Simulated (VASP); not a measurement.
A run of VASP 6.6.1 is set up as follows.

The input INCAR:

```
SYSTEM = Ti3Pt
PREC = Accurate
ENCUT = 600
EDIFF = 1E-6
ISMEAR = 0
SIGMA = 0.1
LREAL = .FALSE.
LASPH = .TRUE.
NELM = 100
ALGO = Normal
ISIF = 3
LWAVE = .FALSE.
LCHARG = .FALSE.
GGA = PS
IBRION = 2
NSW = 100
EDIFFG = -0.002
```

KPOINTS

```
regular mesh
0
G
  8 8 8
  0 0 0
```

Contents of POSCAR:

```
Ti3Pt
1.0
    5.0300000000      0.0000000000      0.0000000000
    0.0000000000      5.0300000000      0.0000000000
    0.0000000000      0.0000000000      5.0300000000
Ti Pt
6 2
Direct
    0.2500000000      0.0000000000      0.5000000000
    0.5000000000      0.7500000000      0.0000000000
    0.7500000000      0.0000000000      0.5000000000
    0.5000000000      0.2500000000      0.0000000000
    0.0000000000      0.5000000000      0.7500000000
    0.0000000000      0.5000000000      0.2500000000
    0.0000000000      0.0000000000      0.0000000000
    0.5000000000      0.5000000000      0.5000000000
```

Potentials or basis: VASP PAW PBE potentials, release 64 (Ti_sv, Pt).

Run with:

```console
$ cat potpaw_PBE.64/Ti_sv/POTCAR potpaw_PBE.64/Pt/POTCAR > POTCAR
$ mpirun -np 1 vasp_std > vasp.out
```

Predict the relaxed cell.

a = 4.980 Å, b = 4.980 Å, c = 4.980 Å, α = 90.00°, β = 90.00°, γ = 90.00°.

Estimate the relaxed volume.

15.43 Å³/atom.

Predict the band gap on the k mesh.

zero (band 46 reaches 9.78 eV, above the bottom of band 47 at 9.25 eV).

What does it give for the space group after relaxing (to 0.05 Å)?

Pm-3n (No. 223).

Step by step:
```
step  energy change (eV)  largest force (eV/Å)  pressure (GPa)  volume (Å³)
   1              0.0000                0.0000           -4.93       127.26
   2              0.0545                0.0000            7.68       118.47
   3             -0.0604                0.0000           -0.01       123.47
```

Caveat: the PAW data sets were made with another functional, which shifts forces and pressure a little; spin-orbit coupling is left out, which moves the levels of the heavy elements.
